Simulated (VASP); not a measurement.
Hf12H (a cell with a defect), 13 atoms in the cell. The cell holds a defect, 13 atoms: a = 6.400 Å, b = 9.600 Å, c = 5.062 Å, α = 90.00°, β = 90.00°, γ = 120.00°. 

| Quantity | Value |
| --- | --- |
| Program | VASP 6.6.1 |
| Task | single point |
| Functional | LDA |
| Potentials or basis | VASP PAW LDA potentials, release 64 (Hf_pv, H) |
| Cutoff | 520 eV |
| k mesh | 3 × 2 × 3 |
| Occupations | fermi-dirac, width 0.05 eV |
| Spin | no spin polarisation |
| Dipole correction | no |
| Further INCAR settings | ALGO = Normal; EDIFF = 1e-07; NBANDS = 72 |

Potentials or basis: VASP PAW LDA potentials, release 64 (Hf_pv, H).

Run with:

```sh
$ cat potpaw_LDA.64/Hf_pv/POTCAR potpaw_LDA.64/H/POTCAR > POTCAR
$ mpirun -np 1 vasp_std > vasp.out
```

Hardware: 1 thread of Intel Xeon 8259CL, with other jobs on the host.

Task: How long does it take, and how much memory?

Result: Wall time 8.8 min on 1 thread of Intel Xeon 8259CL, on a shared host, peak memory 0.35 GiB. Counts: scf iterations 20, k points 10.
